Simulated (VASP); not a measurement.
# PmC (Pm-3m) in VASP: single point with PBEsol

Aim: the single point of PmC with PBEsol.

All numbers are computed with VASP 6.6.1; they aren't measurements. Logs are shortened: lines on timing, memory, paths and dates and some standing lists are left out, and cuts for length are marked.

### Step 1. The cell of the first run

The structure is cubic, space group Pm-3m (No. 221). The conventional cell has a = 3.060 Å, b = 3.060 Å, c = 3.060 Å, α = 90.00°, β = 90.00°, γ = 90.00°. Within 3.5 Å of Pm (site symmetry m-3m) lie 8 C at 2.65 Å and 6 Pm at 3.06 Å. C (site symmetry m-3m) has 8 Pm at 2.65 Å and 6 C at 3.06 Å within 3.5 Å.

### Step 2. Single point, PBEsol, collinear spin, ferromagnetic start

INCAR reads:

```
SYSTEM = PmC
ALGO     = Normal         ! electronic algorithm
EDIFF    = 1E-6           ! SCF threshold, eV
ENCUT    = 520            ! plane-wave cutoff, eV
GGA      = PS             ! functional
ISIF     = 2              ! what is computed and relaxed
ISMEAR   = 0              ! smearing method
ISPIN    = 2              ! spin polarisation
LASPH    = .True.         ! aspherical terms in the spheres
LCHARG   = .False.        ! write CHGCAR
LMAXMIX  = 6              ! l up to which the mixer works
LORBIT   = 11             ! projections on sites
LREAL    = .False.        ! projectors in reciprocal space
LWAVE    = .False.        ! write WAVECAR
MAGMOM   = 4 0            ! initial moments
NBANDS   = 20             ! bands
NELM     = 150            ! most SCF steps
PREC     = Accurate       ! precision mode
SIGMA    = 0.05           ! smearing width, eV
```

KPOINTS reads:

```
k-points
0
Gamma
  10 10 10
  0 0 0
```

POSCAR reads:

```
PmC
1.0
    3.0595753755      0.0000000000      0.0000000000
    0.0000000000      3.0595753755      0.0000000000
    0.0000000000      0.0000000000      3.0595753755
Pm C
1 1
Direct
    0.0000000000      0.0000000000      0.0000000000
    0.5000000000      0.5000000000      0.5000000000
```

Potentials or basis: VASP PAW PBE potentials, release 64 (Pm, C).

Run with:

```sh
cat potpaw_PBE.64/Pm/POTCAR potpaw_PBE.64/C/POTCAR > POTCAR
mpirun -np 1 vasp_std > vasp.out
```

OUTCAR:

```text
SYSTEM = PmC
   EDIFF = 1E-6
   ENCUT = 520
   GGA = PS
   ISIF = 2
   ISMEAR = 0
   ISPIN = 2
   LASPH = .True.
   LORBIT = 11
   LREAL = .False.
   NELM = 150
   PREC = Accurate

 ion  position               nearest neighbor table
   1  0.000  0.000  0.000-   2 2.65   2 2.65   2 2.65   2 2.65   2 2.65   2 2.65   2 2.65   2 2.65

   2  0.500  0.500  0.500-   1 2.65   1 2.65   1 2.65   1 2.65   1 2.65   1 2.65   1 2.65   1 2.65

  LATTYP: Found a simple cubic cell.
 ALAT       =     3.0595753755

  Lattice vectors:

 A1 = (   3.0595753755,   0.0000000000,   0.0000000000)
 A2 = (   0.0000000000,   3.0595753755,   0.0000000000)
 A3 = (   0.0000000000,   0.0000000000,   3.0595753755)

Analysis of symmetry for initial positions (statically):
=====================================================================
 Subroutine PRICEL returns:
 Original cell was already a primitive cell.

 Routine SETGRP: Setting up the symmetry group for a
 simple cubic supercell.

 Subroutine GETGRP returns: Found 48 space group operations
 (whereof 48 operations were pure point group operations)
 out of a pool of 48 trial point group operations.

The static configuration has the point symmetry O_h .

Analysis of symmetry for dynamics (positions and initial velocities):
=====================================================================
 Subroutine PRICEL returns:
 Original cell was already a primitive cell.

 Routine SETGRP: Setting up the symmetry group for a
 simple cubic supercell.

 Subroutine GETGRP returns: Found 48 space group operations
 (whereof 48 operations were pure point group operations)
 out of a pool of 48 trial point group operations.

The dynamic configuration has the point symmetry O_h .

Analysis of structural, dynamic, and magnetic symmetry:
=====================================================================
 Subroutine PRICEL returns:
 Original cell was already a primitive cell.

 Routine SETGRP: Setting up the symmetry group for a
 simple cubic supercell.

 Subroutine GETGRP returns: Found 48 space group operations
 (whereof 48 operations were pure point group operations)
 out of a pool of 48 trial point group operations.

The overall configuration has the point symmetry O_h .

 Subroutine INISYM returns: Found 48 space group operations
 (whereof 48 operations are pure point group operations),
 and found     1 'primitive' translations

----------------------------------------------------------------------------------------

                                     Primitive cell

  volume of cell :      28.6407

  direct lattice vectors                    reciprocal lattice vectors
     3.059575376  0.000000000  0.000000000     0.326842740  0.000000000  0.000000000
     0.000000000  3.059575376  0.000000000     0.000000000  0.326842740  0.000000000
     0.000000000  0.000000000  3.059575376     0.000000000  0.000000000  0.326842740

  length of vectors
     3.059575376  3.059575376  3.059575376     0.326842740  0.326842740  0.326842740

  position of ions in fractional coordinates (direct lattice)
     0.000000000  0.000000000  0.000000000
     0.500000000  0.500000000  0.500000000

  ion indices of the primitive-cell ions
   primitive index   ion index
                 1           1
                 2           2

----------------------------------------------------------------------------------------

 KPOINTS: k-points

Automatic generation of k-mesh.
 Grid dimensions read from file:
 generate k-points for:   10   10   10

 Generating k-lattice:

  Cartesian coordinates                     Fractional coordinates (reciprocal lattice)
     0.032684274  0.000000000  0.000000000     0.100000000  0.000000000  0.000000000
     0.000000000  0.032684274  0.000000000     0.000000000  0.100000000  0.000000000
     0.000000000  0.000000000  0.032684274     0.000000000  0.000000000  0.100000000

  Length of vectors
     0.032684274  0.032684274  0.032684274

  Shift w.r.t. Gamma in fractional coordinates (k-lattice)
     0.000000000  0.000000000  0.000000000

 Subroutine IBZKPT returns following result:
 ===========================================

 Found     56 irreducible k-points:

 Following reciprocal coordinates:
            Coordinates               Weight
  0.000000  0.000000  0.000000      1.000000
  0.100000  0.000000  0.000000      6.000000
  0.200000  0.000000  0.000000      6.000000
  0.300000  0.000000  0.000000      6.000000
  0.400000  0.000000  0.000000      6.000000
  0.500000  0.000000  0.000000      3.000000
[... 16 lines left out ...]
  0.200000  0.100000  0.100000     24.000000
  0.300000  0.100000  0.100000     24.000000
 [... further k-points ...]
   k-points           NKPTS =     56   k-points in BZ     NKDIM =     56   number of bands    NBANDS=     20
   number of dos      NEDOS =    301   number of ions     NIONS =      2
   total plane-waves  NPLWV =  13824
   dimension x,y,z NGX =    24 NGY =   24 NGZ =   24
   dimension x,y,z NGXF=    48 NGYF=   48 NGZF=   48
   ions per type =               1   1
   NGX,Y,Z   is equivalent  to a cutoff of  13.04, 13.04, 13.04 a.u.
   NGXF,Y,Z  is equivalent  to a cutoff of  26.08, 26.08, 26.08 a.u.
 SYSTEM =  PmC
   PREC   = accura    normal or accurate (medium, high low for compatibility)
   ISTART =      0    job   : 0-new  1-cont  2-samecut
   ICHARG =      2    charge: 1-file 2-atom 10-const
   ISPIN  =      2    spin polarized calculation?
   LNONCOLLINEAR =      F non collinear calculations
   LSORBIT =      F    spin-orbit coupling
   LASPH  =      T    aspherical Exc in radial PAW
   ENCUT  =  520.0 eV  38.22 Ry    6.18 a.u.   5.69  5.69  5.69*2*pi/ulx,y,z
   NELM   =    150;   NELMIN=  2; NELMDL= -5     # of ELM steps
   EDIFF  = 0.1E-05   stopping-criterion for ELM
   LREAL  =      F    real-space projection
   EDIFFG = 0.1E-04   stopping-criterion for IOM
   NSW    =      0    number of steps for IOM
   IBRION =     -1    ionic relax: 0-MD 1-quasi-New 2-CG
   NFREE  =      0    steps in history (QN), initial steepest desc. (CG)
   ISIF   =      2    stress and relaxation
   ISYM   =      2    0-nonsym 1-usesym 2-fastsym
   POTIM  = 0.5000    time-step for ionic-motion
   TEBEG  =    0.0;   TEEND  =   0.0 temperature during run
   PSTRESS=    0.0 pullay stress
   NELECT =      19.0000    total number of electrons
   NUPDOWN=      -1.0000    fix difference up-down
   EMIN   =  10.00;   EMAX   =-10.00  energy-range for DOS
   EFERMI =   0.00;   METHOD = LEGACY
   ISMEAR =     0;   SIGMA  =   0.05  broadening in eV -4-tet -1-fermi 0-gaus
   EFERMI_NEDOS =   21; number of points for ismear=-14 and -15
   IALGO  =     38    algorithm
   IMIX   =      4    mixing-type and parameters
     AMIX     =   0.40;   BMIX     =  1.00
     AMIX_MAG =   1.60;   BMIX_MAG =  1.00
  volume/ion in A,a.u.               =      14.32        96.64
  Fermi-wavevector in a.u.,A,eV,Ry     =   1.427792  2.698135 27.736692  2.038589
  Thomas-Fermi vector in A             =   2.547923
   LORBIT       =     11    0 simple, 1 ext, 2 COOP (PROOUT), +10 PAW based schemes
   GGA     = PS    functional components
   LHFCALC =     F    Hartree Fock is set to
   AEXX    =    0.0000 exact exchange contribution
   IVDW    =     0    specifies the selected vdW correction
   LEPSILON=     F    determine dielectric tensor
   LRPA    =     F    only Hartree local field effects (RPA)
 spin polarized calculation
 Gauss-broadening in eV      SIGMA  =   0.05
  energy-cutoff  :      520.00
  volume of cell :       28.64
 maximum number of plane-waves:       804
 NGX is ok and might be reduce to    24
   NGX = 11   NGY = 11   NGZ = 11

 number of electron      19.0000010 magnetization       3.5607461

 Free energy of the ion-electron system (eV)
  ---------------------------------------------------
  ext. energy  EPLUGINS =         0.00000000
  ---------------------------------------------------
  free energy    TOTEN  =       -16.67518644 eV

  energy without entropy =      -16.66818526  energy(sigma->0) =      -16.67168585

 E-fermi :   8.5198     XC(G=0): -12.4321

 val. band max:        8.5175758263   @ k =   0.2000   0.2000   0.2000
 cond. band min:       8.5283617257   @ k =   0.1000   0.0000   0.0000
 fundamental gap:      0.0107858994
 Fermi energy:         8.5198407633

 spin component 1

 k-point     1 :       0.0000    0.0000    0.0000
  band No.  band energies     occupation
      1     -29.9619      1.00000
      2      -9.1871      1.00000
      3      -9.1871      1.00000
      4      -9.1871      1.00000
      5      -1.6035      1.00000
      6       7.7342      1.00000
[... 12 lines left out ...]
     19      16.7072      0.00000
     20      17.0724      0.00000
[... 507 lines left out ...]
 k-point    24 :       0.3000    0.1000    0.1000
  band No.  band energies     occupation
      1     -29.7315      1.00000
      2     -10.8829      1.00000
      3      -9.2741      1.00000
      4      -9.2108      1.00000
      5       0.2129      1.00000
      6       6.2345      1.00000
[... 12 lines left out ...]
     19      17.2884      0.00000
     20      17.3514      0.00000

 [... further k-points ...]

 spin component 2

 k-point     1 :       0.0000    0.0000    0.0000
  band No.  band energies     occupation
      1     -28.1605      1.00000
      2      -7.8183      1.00000
      3      -7.8183      1.00000
      4      -7.8183      1.00000
      5      -2.0654      1.00000
      6       8.4401      0.98792
[... 12 lines left out ...]
     19      17.4116      0.00000
     20      17.4116      0.00000
[... 507 lines left out ...]
 k-point    24 :       0.3000    0.1000    0.1000
  band No.  band energies     occupation
      1     -27.9029      1.00000
      2      -9.7346      1.00000
      3      -7.9165      1.00000
      4      -7.8269      1.00000
      5      -0.1674      1.00000
      6       6.1594      1.00000
[... 12 lines left out ...]
     19      17.5319      0.00000
     20      17.8835      0.00000

 [... further k-points ...]

------------------------ aborting loop because EDIFF is reached ----------------------------------------

  FORCE on cell =-STRESS in cart. coord.  units (eV):
  Direction    XX          YY          ZZ          XY          YZ          ZX
  --------------------------------------------------------------------------------------
  -------------------------------------------------------------------------------------
  Total        0.3225555      0.3225555      0.3225555     -0.0000000      0.0000000     -0.0000000
  in kB       18.0439496     18.0439496     18.0439496     -0.0000000      0.0000000     -0.0000000
  external PRESSURE =      18.0439496 kB  Pullay stress =       0.0000000 kB

 VOLUME and BASIS-vectors are now :
 -----------------------------------------------------------------------------
  energy-cutoff  :      520.00
  volume of cell :       28.64
      direct lattice vectors                 reciprocal lattice vectors
     3.059575376  0.000000000  0.000000000     0.326842740  0.000000000  0.000000000
     0.000000000  3.059575376  0.000000000     0.000000000  0.326842740  0.000000000
     0.000000000  0.000000000  3.059575376     0.000000000  0.000000000  0.326842740

 POSITION                                       TOTAL-FORCE (eV/Angst)
 -----------------------------------------------------------------------------------
      0.00000      0.00000      0.00000         0.000000      0.000000      0.000000
      1.52979      1.52979      1.52979         0.000000      0.000000      0.000000
 -----------------------------------------------------------------------------------
    total drift:                                0.000000      0.000000      0.000000

  FREE ENERGIE OF THE ION-ELECTRON SYSTEM (eV)
  ---------------------------------------------------
  free  energy   TOTEN  =       -16.6751864356 eV

  energy  without entropy=      -16.6681852610  energy(sigma->0) =      -16.67168585

 total charge

# of ion       s       p       d       f       tot
--------------------------------------------------
    1        2.020   5.571   0.670   4.243  12.504
    2        0.904   1.320   0.000   0.000   2.224
--------------------------------------------------
tot          2.924   6.890   0.670   4.243  14.728

 magnetization (x)

# of ion       s       p       d       f       tot
--------------------------------------------------
    1       -0.006  -0.004   0.058   3.940   3.988
    2       -0.030  -0.315   0.000   0.000  -0.344
--------------------------------------------------
tot         -0.036  -0.319   0.058   3.940   3.644
```

Wall time 2.2 min (1 thread of Intel Xeon Platinum 8375C at 2.90GHz (Ice Lake), shared host); peak memory 0.2 GiB.

Results:

```yaml
Free_energy: -16.6752 eV
Pressure: 1.8 GPa
Net_moment: 3.56 μB per cell
Site_moments: Pm +3.99; C -0.34 μB
Valence_electrons_inside_the_program's_atomic_spheres: Pm 12.50; C 2.22
```

Caveat: the magnetic or orbital state may not be the lowest; the PAW data sets were made with another functional, which shifts forces and pressure a little; spin-orbit coupling is left out, which moves the levels of the heavy elements; without U or exact exchange the open f shell lies at the Fermi level, which spoils levels, moments and volumes. The state reached can hang on the start; a lower one may exist.
